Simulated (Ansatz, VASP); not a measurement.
**InSb3 in VASP and in Ansatz**

INCAR

```
SYSTEM = InSb3
PREC     = Accurate       ! precision mode
ENCUT    = 520            ! plane-wave cutoff, eV
EDIFF    = 1E-6           ! SCF threshold, eV
ISMEAR   = 0              ! smearing method
SIGMA    = 0.15           ! smearing width, eV
LREAL    = .False.        ! projectors in reciprocal space
LASPH    = .True.         ! aspherical terms in the spheres
NELM     = 60             ! most SCF steps
ALGO     = Normal         ! electronic algorithm
ISIF     = 2              ! what is computed and relaxed
LWAVE    = .False.        ! write WAVECAR
LCHARG   = .False.        ! write CHGCAR
GGA      = PS             ! functional
NBANDS   = 22             ! bands
```

File KPOINTS:

```
Automatic mesh
0
Gamma
  10 10 10
  0 0 0
```

The input POSCAR:

```
InSb3
1.0
    4.7148378485      0.0000000000      0.0000000000
    0.0000000000      4.7148378485      0.0000000000
    0.0000000000      0.0000000000      5.0095152140
In Sb
1 3
Direct
    0.0000000000      0.0000000000      0.0000000000
    0.5000000000      0.0000000000      0.5000000000
    0.0000000000      0.5000000000      0.5000000000
    0.5000000000      0.5000000000      0.0000000000
```

Input for Ansatz:

```yaml
crystal:
  lattice:
    - [4.7148378485, 0.0, 0.0]
    - [0.0, 4.7148378485, 0.0]
    - [0.0, 0.0, 5.009515214]
  atoms:
    - { symbol: In, position: [0.0, 0.0, 0.0] }
    - { symbol: Sb, position: [0.5, 0.0, 0.5] }
    - { symbol: Sb, position: [0.0, 0.5, 0.5] }
    - { symbol: Sb, position: [0.5, 0.5, 0.0] }
basis:
  ecutwfc: 420
kpoints:
  mp_grid: { grid: [10, 10, 10] }
hamiltonian:
  xc: pbesol
  pseudopotentials: { kind: paw, azcp: { folder: soft_1 } }
scf:
  occupations: { method: gaussian, width: 0.15 }
output:
  forces: true
  stress: true
  eigenvalues: true
```

Alike in both runs: task single point; functional PBEsol; k mesh 10 × 10 × 10; occupations gaussian, width 0.15 eV; no spin polarisation.

```csv
,VASP,Ansatz
version,VASP 6.6.1,Ansatz 0.2.0
potentials or method,"VASP PAW PBE potentials, release 64 (In_d, Sb), cutoff 520 eV","scalar-relativistic, plane waves, PAW"
valence electrons in the cell,28,58
```

|  | VASP | Ansatz | Ansatz less VASP |
| --- | --- | --- | --- |
| gap on the k mesh at the Fermi level (eV) | none | none | - |
| pressure (GPa) | -2.7 | -2.7 | +0.02 |
| traceless stress, the component that is largest in VASP (GPa) | -0.10 | -0.10 | +0.005 |

VASP's potentials were made for PBE, not for PBEsol, and Ansatz warns of the same on its side. A gap of «none» marks a metal or a gap that the smearing closes. VASP's potentials hold 28 valence electrons a cell and Ansatz's 58, so a difference there can come from the potentials and not from the codes.

Neither program's run includes spin-orbit coupling.
